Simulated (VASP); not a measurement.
# HfB2 in VASP: notebook

Runs on HfB2. Level: PBE. Tasks: single point.

All numbers are computed with VASP 6.6.1; they aren't measurements. Logs are shortened: lines on timing, memory, paths and dates and some standing lists are left out, and cuts for length are marked.

### Step 1. The cell of the first run

Symmetry: P6/mmm, No. 191, hexagonal system. Conventional cell: a = 3.140 Å, b = 3.140 Å, c = 3.480 Å, α = 90.00°, β = 90.00°, γ = 120.00°. Hf (site symmetry 6/mmm) has 12 B at 2.51 Å and 6 Hf at 3.14 Å within 3.3 Å. B (site symmetry -6m2) has 3 B at 1.81 Å within 2.4 Å.

### Step 2. Single point, PBE

The input, INCAR:

```
PREC     = Accurate       # precision mode
ENCUT    = 520            # plane-wave cutoff, eV
EDIFF    = 1E-7           # SCF threshold, eV
ISMEAR   = 1              # smearing method
SIGMA    = 0.1            # smearing width, eV
LREAL    = F              # projectors in reciprocal space
LASPH    = T              # aspherical terms in the spheres
NELM     = 60             # most SCF steps
ALGO     = Normal         # electronic algorithm
ISIF     = 2              # what is computed and relaxed
LWAVE    = F              # write WAVECAR
LCHARG   = T              # write CHGCAR
GGA      = PE             # functional
LELF     = T              # ELF
LVHAR    = T            
NBANDS   = 15             # bands
```

The input, KPOINTS:

```
Automatic mesh
0
Gamma
  13 13 10
```

The input, POSCAR:

```
HfB2
1.0
    3.1400000000      0.0000000000      0.0000000000
   -1.5700000000      2.7193200000      0.0000000000
    0.0000000000      0.0000000000      3.4800000000
Hf B
1 2
Direct
    0.0000000000      0.0000000000      0.0000000000
    0.3333333333      0.6666666667      0.5000000000
    0.6666666667      0.3333333333      0.5000000000
```

Potentials or basis: VASP PAW PBE potentials, release 64 (Hf_pv, B).

The run is started by

```bash
> cat potpaw_PBE.64/Hf_pv/POTCAR potpaw_PBE.64/B/POTCAR > POTCAR
> mpirun -np 1 vasp_std > vasp.out
```

OUTCAR:

```text
PREC = Accurate
   ENCUT = 520
   EDIFF = 1E-7
   ISMEAR = 1
   LREAL = F
   LASPH = T
   NELM = 60
   ISIF = 2
   GGA = PE

 ion  position               nearest neighbor table
   1  0.000  0.000  0.000-   2 2.51   3 2.51   2 2.51   3 2.51   3 2.51   3 2.51   2 2.51   2 2.51
                             3 2.51   3 2.51   2 2.51   2 2.51
   2  0.333  0.667  0.500-   3 1.81   3 1.81   3 1.81   1 2.51   1 2.51   1 2.51   1 2.51   1 2.51
                             1 2.51
   3  0.667  0.333  0.500-   2 1.81   2 1.81   2 1.81   1 2.51   1 2.51   1 2.51   1 2.51   1 2.51
                             1 2.51

  LATTYP: Found a hexagonal cell.
 ALAT       =     3.1400000000
 C/A-ratio  =     1.1082802548

  Lattice vectors:

 A1 = (   3.1400000000,   0.0000000000,   0.0000000000)
 A2 = (  -1.5700000000,   2.7193200000,   0.0000000000)
 A3 = (   0.0000000000,   0.0000000000,   3.4800000000)

Analysis of symmetry for initial positions (statically):
=====================================================================
 Subroutine PRICEL returns:
 Original cell was already a primitive cell.

 Routine SETGRP: Setting up the symmetry group for a
 hexagonal supercell.

 Subroutine GETGRP returns: Found 24 space group operations
 (whereof 24 operations were pure point group operations)
 out of a pool of 24 trial point group operations.

The static configuration has the point symmetry D_6h.

Analysis of symmetry for dynamics (positions and initial velocities):
=====================================================================
 Subroutine PRICEL returns:
 Original cell was already a primitive cell.

 Routine SETGRP: Setting up the symmetry group for a
 hexagonal supercell.

 Subroutine GETGRP returns: Found 24 space group operations
 (whereof 24 operations were pure point group operations)
 out of a pool of 24 trial point group operations.

The dynamic configuration has the point symmetry D_6h.

 Subroutine INISYM returns: Found 24 space group operations
 (whereof 24 operations are pure point group operations),
 and found     1 'primitive' translations

----------------------------------------------------------------------------------------

                                     Primitive cell

  volume of cell :      29.7146

  direct lattice vectors                    reciprocal lattice vectors
     3.140000000  0.000000000  0.000000000     0.318471338  0.183869497  0.000000000
    -1.570000000  2.719320000  0.000000000     0.000000000  0.367738994  0.000000000
     0.000000000  0.000000000  3.480000000     0.000000000  0.000000000  0.287356322

  length of vectors
[... 93 lines left out ...]
   TEBEG  =    0.0;   TEEND  =   0.0 temperature during run
   PSTRESS=    0.0 pullay stress
   NELECT =      16.0000    total number of electrons
   NUPDOWN=      -1.0000    fix difference up-down
   EMIN   =  10.00;   EMAX   =-10.00  energy-range for DOS
   EFERMI =   0.00;   METHOD = LEGACY
   ISMEAR =     1;   SIGMA  =   0.10  broadening in eV -4-tet -1-fermi 0-gaus
   EFERMI_NEDOS =   21; number of points for ismear=-14 and -15
   IALGO  =     38    algorithm
   IMIX   =      4    mixing-type and parameters
     AMIX     =   0.40;   BMIX     =  1.00
     AMIX_MAG =   1.60;   BMIX_MAG =  1.00
  volume/ion in A,a.u.               =       9.90        66.84
  Fermi-wavevector in a.u.,A,eV,Ry     =   1.331860  2.516850 24.134692  1.773850
  Thomas-Fermi vector in A             =   2.460838
   LORBIT       =      0    0 simple, 1 ext, 2 COOP (PROOUT), +10 PAW based schemes
   GGA     = PE    functional components
   LHFCALC =     F    Hartree Fock is set to
   AEXX    =    0.0000 exact exchange contribution
   IVDW    =     0    specifies the selected vdW correction
   LEPSILON=     F    determine dielectric tensor
   LRPA    =     F    only Hartree local field effects (RPA)
 non-spin polarized calculation
 Methfessel and Paxton  Order N= 1 SIGMA  =   0.10
  energy-cutoff  :      520.00
  volume of cell :       29.71
 maximum number of plane-waves:       820
 NGX is ok and might be reduce to    24
   NGX = 11   NGY = 11   NGZ = 13

 number of electron      15.9999998 magnetization

 Free energy of the ion-electron system (eV)
  ---------------------------------------------------
  ext. energy  EPLUGINS =         0.00000000
  ---------------------------------------------------
  free energy    TOTEN  =       -26.40091829 eV

  energy without entropy =      -26.40073856  energy(sigma->0) =      -26.40085838

 E-fermi :   7.8375     XC(G=0): -12.5965

 val. band max:        7.7914113891   @ k =   0.3077   0.1538   0.0000
 cond. band min:       7.8728091741   @ k =   0.0769   0.0769   0.3000
 fundamental gap:      0.0813977850
 Fermi energy:         7.8374942327

 k-point     1 :       0.0000    0.0000    0.0000
  band No.  band energies     occupation
      1     -22.9656      2.00000
      2     -22.4691      2.00000
      3     -22.4691      2.00000
      4      -6.0826      2.00000
      5       4.6663      2.00000
      6       4.7738      2.00000
      7       4.7738      2.00000
      8       4.8911      2.00000
      9      11.6957      0.00000
     10      11.6957      0.00000
     11      12.3309      0.00000
     12      12.3309      0.00000
     13      12.6622      0.00000
     14      12.6622      0.00000
[... 401 lines left out ...]
      2     -22.6397      2.00000
      3     -22.5056      2.00000
      4      -5.4375      2.00000
      5       3.4563      2.00000
      6       3.7548      2.00000
      7       4.7494      2.00000
      8       5.8450      2.00000
      9       9.8639      0.00000
     10      10.2917      0.00000
     11      12.3293      0.00000
     12      12.4840      0.00000
     13      13.1865      0.00000
     14      14.5733      0.00000
     15      15.0624      0.00000

 [... further k-points ...]
[... 5 lines left out ...]
  --------------------------------------------------------------------------------------
  -------------------------------------------------------------------------------------
  Total        0.1553283      0.1553283      0.2406385      0.0000000      0.0000000     -0.0000000
  in kB        8.3751352      8.3751366     12.9749761      0.0000000      0.0000000     -0.0000000
  external PRESSURE =       9.9084160 kB  Pullay stress =       0.0000000 kB

 VOLUME and BASIS-vectors are now :
 -----------------------------------------------------------------------------
  energy-cutoff  :      520.00
  volume of cell :       29.71
      direct lattice vectors                 reciprocal lattice vectors
     3.140000000  0.000000000  0.000000000     0.318471338  0.183869497  0.000000000
    -1.570000000  2.719320000  0.000000000     0.000000000  0.367738994  0.000000000
     0.000000000  0.000000000  3.480000000     0.000000000  0.000000000  0.287356322

 POSITION                                       TOTAL-FORCE (eV/Angst)
 -----------------------------------------------------------------------------------
      0.00000      0.00000      0.00000         0.000000      0.000000      0.000000
     -0.00000      1.81288      1.74000        -0.000000      0.000000     -0.000000
      1.57000      0.90644      1.74000        -0.000000      0.000000      0.000000
 -----------------------------------------------------------------------------------
    total drift:                               -0.000000      0.000000      0.000000

  FREE ENERGIE OF THE ION-ELECTRON SYSTEM (eV)
  ---------------------------------------------------
  free  energy   TOTEN  =       -26.4009182939 eV

  energy  without entropy=      -26.4007385578  energy(sigma->0) =      -26.40085838
```

OSZICAR:

```text
N       E                     dE             d eps       ncg     rms          rms(c)
DAV:   1     0.297172859775E+02    0.29717E+02   -0.80621E+03  3780   0.102E+03
DAV:   2    -0.271770377366E+02   -0.56894E+02   -0.53374E+02  5141   0.223E+02
DAV:   3    -0.287714417109E+02   -0.15944E+01   -0.15879E+01  4858   0.273E+01
DAV:   4    -0.287781332150E+02   -0.66915E-02   -0.66891E-02  4585   0.217E+00
DAV:   5    -0.287781729268E+02   -0.39712E-04   -0.39711E-04  4893   0.148E-01    0.525E+01
DAV:   6    -0.265195480600E+02    0.22586E+01   -0.27543E+00  4557   0.120E+01    0.385E+01
DAV:   7    -0.264690914459E+02    0.50457E-01   -0.96046E-01  4844   0.716E+00    0.117E+01
DAV:   8    -0.264058406812E+02    0.63251E-01   -0.24630E-01  4368   0.376E+00    0.164E+00
DAV:   9    -0.264011318242E+02    0.47089E-02   -0.20725E-02  4403   0.116E+00    0.389E-01
DAV:  10    -0.264009116762E+02    0.22015E-03   -0.88761E-04  4718   0.249E-01    0.266E-01
DAV:  11    -0.264009205185E+02   -0.88423E-05   -0.57401E-05  4571   0.574E-02    0.811E-02
DAV:  12    -0.264009181965E+02    0.23219E-05   -0.30920E-06  4571   0.126E-02    0.134E-02
DAV:  13    -0.264009182939E+02   -0.97402E-07   -0.24720E-07  4522   0.400E-03
   1 F= -.26400918E+02 E0= -.26400858E+02  d E =-.179736E-03
```

It took 39 s on 1 thread of AMD EPYC 7R43 (Zen 3), shared host; peak memory 0.15 GiB.

What came out:

| Item | Value |
| --- | --- |
| Free energy | -26.4009 eV |
| Pressure | 1.0 GPa |
| Band gap on the k mesh | zero (band 8 reaches 8.40 eV, above the bottom of band 9 at 7.35 eV) |

Levels at points of the mesh, in eV from the Fermi level:
```
           k point  band 6  band 7  band 8  band 9  band 10  band 11
(0.00, 0.00, 0.00)   -3.06   -3.06   -2.95    3.86     3.86     4.49
(0.00, 0.00, 0.50)   -1.36   -1.36    0.15    0.15     0.84     0.84
```

Caveat: spin-orbit coupling is left out, which moves the levels of the heavy elements.

### Step 3. Single point, PBE

The input, INCAR:

```
PREC     = Accurate       # precision mode
ENCUT    = 520            # plane-wave cutoff, eV
EDIFF    = 1E-6           # SCF threshold, eV
ISMEAR   = 1              # smearing method
SIGMA    = 0.1            # smearing width, eV
LREAL    = False          # projectors in reciprocal space
LASPH    = True           # aspherical terms in the spheres
NELM     = 100            # most SCF steps
ALGO     = Normal         # electronic algorithm
ISIF     = 2              # what is computed and relaxed
LWAVE    = False          # write WAVECAR
LCHARG   = False          # write CHGCAR
GGA      = PE             # functional
NBANDS   = 15             # bands
```

KPOINTS is that of step 2.

The input, POSCAR:

```
HfB2
1.0
    3.1400000000      0.0471000000      0.0000000000
   -1.5292102000      2.6957700000      0.0000000000
    0.0000000000      0.0000000000      3.4800000000
Hf B
1 2
Direct
    0.0000000000      0.0000000000      0.0000000000
    0.3333333333      0.6666666667      0.5000000000
    0.6666666667      0.3333333333      0.5000000000
```

Potentials or basis: VASP PAW PBE potentials, release 64 (Hf_pv, B).

The run is started by

```bash
> cat potpaw_PBE.64/Hf_pv/POTCAR potpaw_PBE.64/B/POTCAR > POTCAR
> mpirun -np 1 vasp_std > vasp.out
```

Wall time 4 min (1 thread of AMD EPYC 7R43 (Zen 3), shared host); peak memory 0.3 GiB.

The run converged. Its results:

- Free energy: -26.3783 eV
- Pressure: 1.2 GPa
- Largest force: 0.038 eV/Å
- Band gap on the k mesh: zero (band 8 reaches 8.40 eV, above the bottom of band 9 at 7.28 eV)

Forces in eV/Å, atoms in the order of the input:
```
Hf   0.000  0.000  0.000
B    0.036  0.012  0.000
B   -0.036 -0.012  0.000
```

Stress tensor (GPa, compression positive):
```
 1.08 -8.09  0.00
-8.09  1.24  0.00
 0.00  0.00  1.33
```

Levels at points of the mesh, in eV from the Fermi level:
```csv
k point,band 5,band 6,band 7,band 8,band 9,band 10,band 11,band 12
"(0.00, 0.00, 0.00)",-3.24,-3.12,-2.92,-2.87,3.79,3.95,4.36,4.44
"(0.00, 0.00, 0.50)",-8.51,-1.42,-1.26,0.05,0.28,0.59,1.14,2.09
```

Caveat: spin-orbit coupling is left out, which moves the levels of the heavy elements.
